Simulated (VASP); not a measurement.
# K (Im-3m) in VASP: notebook, part 2 of 2

VASP 6.6.1.

### 3 Single point, PBE

Contents of INCAR:

```
SYSTEM = K
ALGO = Normal ; EDIFF = 1E-6
ENCUT = 520 ; GGA = PE
ISIF = 2 ; ISMEAR = -1
LASPH = .TRUE. ; LCHARG = .FALSE.
LREAL = .FALSE. ; LWAVE = .FALSE.
NBANDS = 10 ; NELM = 80
PREC = Accurate ; SIGMA = 0.1
```

Contents of KPOINTS:

```
k-points
0
G
  5 5 5
  0 0 0
```

Contents of POSCAR:

```
K
1.0
   -2.6417142217      2.6417142217      2.6417142217
    2.6417142217     -2.6417142217      2.6417142217
    2.6417142217      2.6417142217     -2.6417142217
K
1
Direct
    0.0000000000      0.0000000000      0.0000000000
```

Potentials or basis: VASP PAW PBE potentials, release 64 (K_sv).

Command:

```console
> cat potpaw_PBE.64/K_sv/POTCAR > POTCAR
> mpirun -np 1 vasp_std > vasp.out
```

OUTCAR:

```text
SYSTEM = K
   EDIFF = 1E-6
   ENCUT = 520
   GGA = PE
   ISIF = 2
   ISMEAR = -1
   LASPH = .TRUE.
   LREAL = .FALSE.
   NELM = 80
   PREC = Accurate

 ion  position               nearest neighbor table
   1  0.000  0.000  0.000-

  LATTYP: Found a body centered cubic cell.
 ALAT       =     5.2834284434

  Lattice vectors:

 A1 = (  -2.6417142217,   2.6417142217,   2.6417142217)
 A2 = (   2.6417142217,  -2.6417142217,   2.6417142217)
 A3 = (   2.6417142217,   2.6417142217,  -2.6417142217)

Analysis of symmetry for initial positions (statically):
=====================================================================
 Subroutine PRICEL returns:
 Original cell was already a primitive cell.

 Routine SETGRP: Setting up the symmetry group for a
 body centered cubic supercell.

 Subroutine GETGRP returns: Found 48 space group operations
 (whereof 48 operations were pure point group operations)
 out of a pool of 48 trial point group operations.

The static configuration has the point symmetry O_h .

Analysis of symmetry for dynamics (positions and initial velocities):
=====================================================================
 Subroutine PRICEL returns:
 Original cell was already a primitive cell.

 Routine SETGRP: Setting up the symmetry group for a
 body centered cubic supercell.

 Subroutine GETGRP returns: Found 48 space group operations
 (whereof 48 operations were pure point group operations)
 out of a pool of 48 trial point group operations.

The dynamic configuration has the point symmetry O_h .

 Subroutine INISYM returns: Found 48 space group operations
 (whereof 48 operations are pure point group operations),
 and found     1 'primitive' translations

----------------------------------------------------------------------------------------

                                     Primitive cell

  volume of cell :      73.7424

  direct lattice vectors                    reciprocal lattice vectors
    -2.641714222  2.641714222  2.641714222     0.000000000  0.189271041  0.189271041
     2.641714222 -2.641714222  2.641714222     0.189271041  0.000000000  0.189271041
     2.641714222  2.641714222 -2.641714222     0.189271041  0.189271041  0.000000000

  length of vectors
     4.575583251  4.575583251  4.575583251     0.267669673  0.267669673  0.267669673

  position of ions in fractional coordinates (direct lattice)
     0.000000000  0.000000000  0.000000000

  ion indices of the primitive-cell ions
   primitive index   ion index
                 1           1

----------------------------------------------------------------------------------------

 KPOINTS: k-points

Automatic generation of k-mesh.
 Grid dimensions read from file:
 generate k-points for:    5    5    5

 Generating k-lattice:

  Cartesian coordinates                     Fractional coordinates (reciprocal lattice)
     0.000000000  0.037854208  0.037854208     0.200000000  0.000000000  0.000000000
     0.037854208  0.000000000  0.037854208     0.000000000  0.200000000  0.000000000
     0.037854208  0.037854208  0.000000000     0.000000000  0.000000000  0.200000000

  Length of vectors
     0.053533935  0.053533935  0.053533935

  Shift w.r.t. Gamma in fractional coordinates (k-lattice)
     0.000000000  0.000000000  0.000000000

 Subroutine IBZKPT returns following result:
 ===========================================

 Found     10 irreducible k-points:

 Following reciprocal coordinates:
            Coordinates               Weight
  0.000000  0.000000  0.000000      1.000000
  0.200000  0.000000  0.000000     12.000000
  0.400000  0.000000  0.000000     12.000000
  0.200000  0.200000  0.000000     24.000000
  0.400000  0.200000  0.000000     24.000000
  0.200000  0.200000  0.200000      8.000000
 -0.200000  0.200000  0.200000      6.000000
 -0.400000  0.400000  0.200000     24.000000
 -0.400000 -0.400000  0.200000      8.000000
 -0.400000  0.400000  0.400000      6.000000
   k-points           NKPTS =     10   k-points in BZ     NKDIM =     10   number of bands    NBANDS=     10
   number of dos      NEDOS =    301   number of ions     NIONS =      1
   total plane-waves  NPLWV =  46656
   dimension x,y,z NGX =    36 NGY =   36 NGZ =   36
   dimension x,y,z NGXF=    72 NGYF=   72 NGZF=   72
   ions per type =               1
   NGX,Y,Z   is equivalent  to a cutoff of  13.08, 13.08, 13.08 a.u.
   NGXF,Y,Z  is equivalent  to a cutoff of  26.16, 26.16, 26.16 a.u.
 SYSTEM =  K
   PREC   = accura    normal or accurate (medium, high low for compatibility)
   ISTART =      0    job   : 0-new  1-cont  2-samecut
   ICHARG =      2    charge: 1-file 2-atom 10-const
   ISPIN  =      1    spin polarized calculation?
   LNONCOLLINEAR =      F non collinear calculations
   LSORBIT =      F    spin-orbit coupling
   LASPH  =      T    aspherical Exc in radial PAW
   ENCUT  =  520.0 eV  38.22 Ry    6.18 a.u.   8.51  8.51  8.51*2*pi/ulx,y,z
   NELM   =     80;   NELMIN=  2; NELMDL= -5     # of ELM steps
   EDIFF  = 0.1E-05   stopping-criterion for ELM
   LREAL  =      F    real-space projection
   EDIFFG = 0.1E-04   stopping-criterion for IOM
   NSW    =      0    number of steps for IOM
   IBRION =     -1    ionic relax: 0-MD 1-quasi-New 2-CG
   NFREE  =      0    steps in history (QN), initial steepest desc. (CG)
   ISIF   =      2    stress and relaxation
   ISYM   =      2    0-nonsym 1-usesym 2-fastsym
   POTIM  = 0.5000    time-step for ionic-motion
   TEBEG  =    0.0;   TEEND  =   0.0 temperature during run
   PSTRESS=    0.0 pullay stress
   NELECT =       9.0000    total number of electrons
   NUPDOWN=      -1.0000    fix difference up-down
   EMIN   =  10.00;   EMAX   =-10.00  energy-range for DOS
   EFERMI =   0.00;   METHOD = LEGACY
   ISMEAR =    -1;   SIGMA  =   0.10  broadening in eV -4-tet -1-fermi 0-gaus
   EFERMI_NEDOS =   21; number of points for ismear=-14 and -15
   IALGO  =     38    algorithm
   IMIX   =      4    mixing-type and parameters
     AMIX     =   0.40;   BMIX     =  1.00
     AMIX_MAG =   1.60;   BMIX_MAG =  1.00
  volume/ion in A,a.u.               =      73.74       497.64
  Fermi-wavevector in a.u.,A,eV,Ry     =   0.812051  1.534553  8.972041  0.659426
  Thomas-Fermi vector in A             =   1.921523
   LORBIT       =      0    0 simple, 1 ext, 2 COOP (PROOUT), +10 PAW based schemes
   GGA     = PE    functional components
   LHFCALC =     F    Hartree Fock is set to
   AEXX    =    0.0000 exact exchange contribution
   IVDW    =     0    specifies the selected vdW correction
   LEPSILON=     F    determine dielectric tensor
   LRPA    =     F    only Hartree local field effects (RPA)
 non-spin polarized calculation
  energy-cutoff  :      520.00
  volume of cell :       73.74
 maximum number of plane-waves:      2001
 NGX is ok and might be reduce to    36
   NGX = 17   NGY = 17   NGZ = 17

 number of electron       9.0000001 magnetization

 Free energy of the ion-electron system (eV)
  ---------------------------------------------------
  ext. energy  EPLUGINS =         0.00000000
  ---------------------------------------------------
  free energy    TOTEN  =        -1.06598428 eV

  energy without entropy =       -1.03801746  energy(sigma->0) =       -1.05200087

 E-fermi :  -0.1122     XC(G=0):  -5.6447

 val. band max:       -0.4524592826   @ k =   0.4000   0.0000   0.0000
 cond. band min:      -0.0394449055   @ k =  -0.4000   0.4000   0.2000
 fundamental gap:      0.4130143771
 Fermi energy:        -0.1122405282

 k-point     1 :       0.0000    0.0000    0.0000
  band No.  band energies     occupation
      1     -32.2586      2.00000
      2     -15.7084      2.00000
      3     -15.7084      2.00000
      4     -15.7084      2.00000
      5      -2.2779      2.00000
      6       4.1666      0.00000
      7       4.1666      0.00000
      8       4.1666      0.00000
      9       5.0738      0.00000
     10       5.0738      0.00000
[... 105 lines left out ...]
 k-point    10 :      -0.4000    0.4000    0.4000
  band No.  band energies     occupation
      1     -32.2520      2.00000
      2     -15.7557      2.00000
      3     -15.7519      2.00000
      4     -15.7519      2.00000
      5       0.9605      0.00004
      6       1.7436      0.00000
      7       3.3064      0.00000
      8       3.3064      0.00000
      9       3.4220      0.00000
     10       5.9481      0.00000

------------------------ aborting loop because EDIFF is reached ----------------------------------------

  FORCE on cell =-STRESS in cart. coord.  units (eV):
  Direction    XX          YY          ZZ          XY          YZ          ZX
  --------------------------------------------------------------------------------------
  -------------------------------------------------------------------------------------
  Total       -0.0035258     -0.0035258     -0.0035258     -0.0000000     -0.0000000      0.0000000
  in kB       -0.0766049     -0.0766049     -0.0766049     -0.0000000     -0.0000000      0.0000000
  external PRESSURE =      -0.0766049 kB  Pullay stress =       0.0000000 kB

 VOLUME and BASIS-vectors are now :
 -----------------------------------------------------------------------------
  energy-cutoff  :      520.00
  volume of cell :       73.74
      direct lattice vectors                 reciprocal lattice vectors
    -2.641714222  2.641714222  2.641714222     0.000000000  0.189271041  0.189271041
     2.641714222 -2.641714222  2.641714222     0.189271041  0.000000000  0.189271041
     2.641714222  2.641714222 -2.641714222     0.189271041  0.189271041  0.000000000

 POSITION                                       TOTAL-FORCE (eV/Angst)
 -----------------------------------------------------------------------------------
      0.00000      0.00000      0.00000        -0.000000      0.000000      0.000000
 -----------------------------------------------------------------------------------
    total drift:                               -0.000000      0.000000      0.000000

  FREE ENERGIE OF THE ION-ELECTRON SYSTEM (eV)
  ---------------------------------------------------
  free  energy   TOTEN  =        -1.0659842794 eV

  energy  without entropy=       -1.0380174550  energy(sigma->0) =       -1.05200087
```

stdout:

```text
POSCAR found type information on POSCAR K
 POSCAR found :  1 types and       1 ions
 scaLAPACK will be used
 LDA part: xc-table for (Slater+PW92), standard interpolation
 POSCAR, INCAR and KPOINTS ok, starting setup
 FFT: planning ... GRIDC
 FFT: planning ... GRID_SOFT
 FFT: planning ... GRID
 WAVECAR not read
 entering main loop
```

Run time: 7.6 s. Hardware: 1 thread of Intel Xeon 6975P-C, shared host; peak memory 0.19 GiB.

Results:

```yaml
Free_energy: -1.0660 eV
Pressure: 0.0 GPa
```

### 4 Single point, PBE

Contents of INCAR:

```
SYSTEM = K
ALGO = Normal ; EDIFF = 1E-6
ENCUT = 520 ; GGA = PE
ISIF = 2 ; ISMEAR = -1
LASPH = .True. ; LCHARG = .False.
LREAL = .False. ; LWAVE = .False.
NBANDS = 10 ; NELM = 80
PREC = Accurate ; SIGMA = 0.1
```

Contents of KPOINTS:

```
k-points
0
Gamma
  7 7 7
  0 0 0
```

POSCAR is that of step 3.

Command:

```console
> cat potpaw_PBE.64/K_sv/POTCAR > POTCAR
> mpirun -np 1 vasp_std > vasp.out
```

Run time: 13 s. Hardware: 1 thread of Intel Xeon 6975P-C, shared host; peak memory 0.19 GiB.

Results (log left out):

| Property | Result |
| --- | --- |
| Free energy | -1.0622 eV |
| Pressure | 0.0 GPa |

Levels at points of the mesh, in eV from the Fermi level:
```csv
k point,band 3,band 4,band 5,band 6,band 7,band 8
"(0.00, 0.00, 0.00)",-15.58,-15.58,-2.15,4.29,4.29,4.29
```

### 5 Summary

| k mesh | gap on the mesh (eV) | pressure (GPa) |
| --- | --- | --- |
| 4 × 4 × 4 | none | 0.1 |
| 5 × 5 × 5 | none | 0.0 |
| 7 × 7 × 7 | none | 0.0 |

Alike in all rows: task single point; level PBE; potentials or basis VASP PAW PBE potentials, release 64 (K_sv); no spin polarisation; cell as given; cutoff (eV) 520; smearing fermi-dirac 0.1 eV.

Caveats: some runs use coarse meshes.

Total energies depend on the potentials used, so only differences within one code and one set of settings carry meaning.
